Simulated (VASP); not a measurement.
Wanted: the native input for a VASP 6.6.1 run.

* Task: single point
* Functional: HSE06
* Potentials or basis: VASP PAW PBE potentials, release 64 (Mg, S)
* Cutoff: 520 eV
* k mesh: 6 × 6 × 6
* Occupations: gaussian, width 0.01 eV
* Spin: no spin polarisation
* Dipole correction: no
* Grid for exact exchange (PRECFOCK): Normal
* Further INCAR settings: ALGO = Normal; EDIFF = 1e-07; NBANDS = 11
* Share of exact exchange: 0.25
* Screening parameter: 0.2079 1/Å

The system is MgS.

```
Mg S
1.0
     0.00000    2.60152    2.60152
     2.60152    0.00000    2.60152
     2.60152    2.60152    0.00000
Mg S
1 1
Direct
  0.00000 0.00000 0.00000
  0.50000 0.50000 0.50000
```

The input as run:

POSCAR

```
MgS
1.0
    0.0000000000      2.6015176528      2.6015176528
    2.6015176528      0.0000000000      2.6015176528
    2.6015176528      2.6015176528      0.0000000000
Mg S
1 1
Direct
    0.0000000000      0.0000000000      0.0000000000
    0.5000000000      0.5000000000      0.5000000000
```

INCAR.step1

```
ALGO     = Normal         # electronic algorithm
EDIFF    = 1E-5           # SCF threshold, eV
ENCUT    = 520            # plane-wave cutoff, eV
GGA      = PE             # functional
ISIF     = 2              # what is computed and relaxed
ISMEAR   = 0              # smearing method
LASPH    = True           # aspherical terms in the spheres
LREAL    = False          # projectors in reciprocal space
LWAVE    = True           # write WAVECAR
NBANDS   = 11             # bands
NELM     = 80             # most SCF steps
PREC     = Accurate       # precision mode
SIGMA    = 0.01           # smearing width, eV
```

INCAR.step2

```
ALGO     = Normal         # electronic algorithm
EDIFF    = 1E-7           # SCF threshold, eV
ENCUT    = 520            # plane-wave cutoff, eV
GGA      = PE             # functional
HFSCREEN = 0.2079         # screening, 1/A
ISIF     = 2              # what is computed and relaxed
ISMEAR   = 0              # smearing method
ISTART   = 1            
LASPH    = True           # aspherical terms in the spheres
LCHARG   = True           # write CHGCAR
LELF     = True           # ELF
LHFCALC  = True           # exact exchange
LREAL    = False          # projectors in reciprocal space
LVHAR    = True         
LWAVE    = False          # write WAVECAR
NBANDS   = 11             # bands
NELM     = 80             # most SCF steps
PREC     = Accurate       # precision mode
PRECFOCK = Normal       
SIGMA    = 0.01           # smearing width, eV
```

KPOINTS

```
k-points
0
Gamma
  6 6 6
```

Potentials or basis: VASP PAW PBE potentials, release 64 (Mg, S).

Launch:

```console
$ cat potpaw_PBE.64/Mg/POTCAR potpaw_PBE.64/S/POTCAR > POTCAR
$ cp INCAR.step1 INCAR
$ mpirun -np 1 vasp_std > vasp.out
$ cp INCAR.step2 INCAR
$ mpirun -np 1 vasp_std > vasp.out
```

It gave:

| Item | Value |
| --- | --- |
| Pressure | -0.7 GPa |
| Band gap on the k mesh | 3.75 eV (least direct gap 4.80 eV) |

Caveat: the PAW data sets were made with another functional, which shifts forces and pressure a little.

Wall time 14 min on 1 thread of Intel(R) Xeon(R) Platinum 8124M CPU @ 3.00GHz (Skylake/Cascade Lake), on a shared host, peak memory 0.28 GiB.
